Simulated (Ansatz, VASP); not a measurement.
Two plane-wave programs on CdS

```
Cd S
1.0
     4.15000    0.00000    0.00000
    -2.07500    3.59401    0.00000
     0.00000    0.00000    6.73700
Cd S
2 2
Direct
  0.66667 0.33333 0.50000
  0.33333 0.66667 0.00000
  0.66667 0.33333 0.87500
  0.33333 0.66667 0.37500
```

Alike in both runs: task relaxation of cell and atoms; functional revPBE; k mesh 7 × 7 × 4; occupations fermi-dirac, width 0.05 eV; no spin polarisation.

|  | VASP | Ansatz |
| --- | --- | --- |
| version | VASP 6.6.1 | Ansatz 0.2.0 |
| potentials or method | VASP PAW PBE potentials, release 64 (Cd, S) | Ansatz PAW |
| plane-wave cutoff (eV) | 600 | 420 |
| valence electrons in the cell | 36 | 52 |

Ansatz gave:

| Item | Value |
| --- | --- |
| gap on the k mesh at the Fermi level, each at its own relaxed structure (eV) | 1.18 |
| relaxed volume (Å³/atom) | 26.82 |
| relaxed cell length with the largest relative difference (Å) | 6.895 |

Estimate VASP's values.

gap on the k mesh at the Fermi level, each at its own relaxed structure (eV): 1.17; relaxed volume (Å³/atom): 26.93; relaxed cell length with the largest relative difference (Å): 6.912.

VASP's potentials were made for PBE, not for revPBE. VASP's potentials hold 36 valence electrons a cell and Ansatz's 52, so a difference there can come from the potentials and not from the codes.

Noted on Ansatz's run: odd divisions of the mesh miss points on the zone boundary, where band edges often lie, so the gap on the mesh can be too wide; the plane-wave basis is chosen anew once the cell has moved, so the energies of steps on either side of that aren't comparable.
